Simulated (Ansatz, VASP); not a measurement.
One calculation of CuO, two programs

Contents of INCAR:

```
  PREC = Accurate
  ENCUT = 520
  EDIFF = 1E-6
  ISMEAR = 0
  SIGMA = 0.05
  LREAL = F
  LASPH = T
  NELM = 150
  ALGO = Normal
  ISIF = 2
  LWAVE = F
  LCHARG = F
  ISPIN = 2
  MAGMOM = 1 1 0 0
  LORBIT = 11
  LMAXMIX = 4
  LDAU = T
  LDAUTYPE = 2
  LDAUL = 2 -1
  LDAUU = 8 0
  LDAUJ = 0 0
  LDAUPRINT = 1
  GGA = CA
  NBANDS = 29
```

The input KPOINTS:

```
regular mesh
0
Gamma
  7 7 7
```

Contents of POSCAR:

```
CuO
1.0
    0.0000000000      2.3272527300      2.3272527300
    2.3272527300      0.0000000000      2.3272527300
    4.6545054600      4.6545054600      0.0000000000
Cu O
2 2
Direct
    0.0000000000      0.0000000000      0.0000000000
    0.0000000000      0.0000000000      0.5000000000
    0.2500000000      0.2500000000      0.1250000000
    0.2500000000      0.2500000000      0.6250000000
```

Input for Ansatz:

```yaml
crystal:
  lattice:
    - [0.0, 2.32725273, 2.32725273]
    - [2.32725273, 0.0, 2.32725273]
    - [4.65450546, 4.65450546, 0.0]
  atoms:
    - { symbol: Cu, position: [0.0, 0.0, 0.0], spin: 1.0 }
    - { symbol: O, position: [0.25, 0.25, 0.125] }
    - { symbol: Cu, position: [0.0, 0.0, 0.5], spin: 1.0 }
    - { symbol: O, position: [0.25, 0.25, 0.625] }
basis:
  ecutwfc: 420
  ecutrho_ratio: 4
kpoints:
  mp_grid: { grid: [7, 7, 7] }
hamiltonian:
  xc: lda
  hubbard:
    sites: [{ site: 0, l: d, u_eff: 8.0 }, { site: 2, l: d, u_eff: 8.0 }]
scf:
  occupations: { method: gaussian, width: 0.05 }
  lower_state_search: "off"
  max_iter: 150
output:
  forces: true
  stress: true
  eigenvalues: true
  populations: true
  hubbard: { sites: [{ site: 0, l: d }, { site: 2, l: d }] }
magnetization:
  spin_polarized: true
```

Alike in both runs: task single point; functional LDA; k mesh 7 × 7 × 7; occupations gaussian, width 0.05 eV; collinear spin; Hubbard terms Cu d U = 8.0 eV.

|  | VASP | Ansatz |
| --- | --- | --- |
| version | VASP 6.6.1 | Ansatz 0.2.0 |
| potentials or method | VASP PAW LDA potentials, release 64 (Cu, O), cutoff 520 eV | scalar-relativistic, plane waves, PAW |
| valence electrons in the cell | 34 | 50 |

Ansatz gave:

```
gap on the k mesh at the Fermi level (eV)                     : none
pressure (GPa)                                                : -14.5
net moment per atom (μB)                                      : 0.41
size of the moment on the site where the two differ most (μB) : 0.31
```

Which values does VASP return?

gap on the k mesh at the Fermi level (eV): none; pressure (GPa): -21.1; net moment per atom (μB): 0.49; size of the moment on the site where the two differ most (μB): 0.46.

LDA's correlation is that of Perdew and Zunger in VASP and of Perdew and Wang (1992) in Ansatz. Site moments also hang on the region over which each program counts them. The programs project onto different local orbitals, so the same U acts differently, and such runs can settle in different states. A gap of «none» marks a metal or a gap that the smearing closes. VASP's potentials hold 34 valence electrons a cell and Ansatz's 50, so a difference there can come from the potentials and not from the codes. Ansatz's warnings: filled band counts differ across k points.
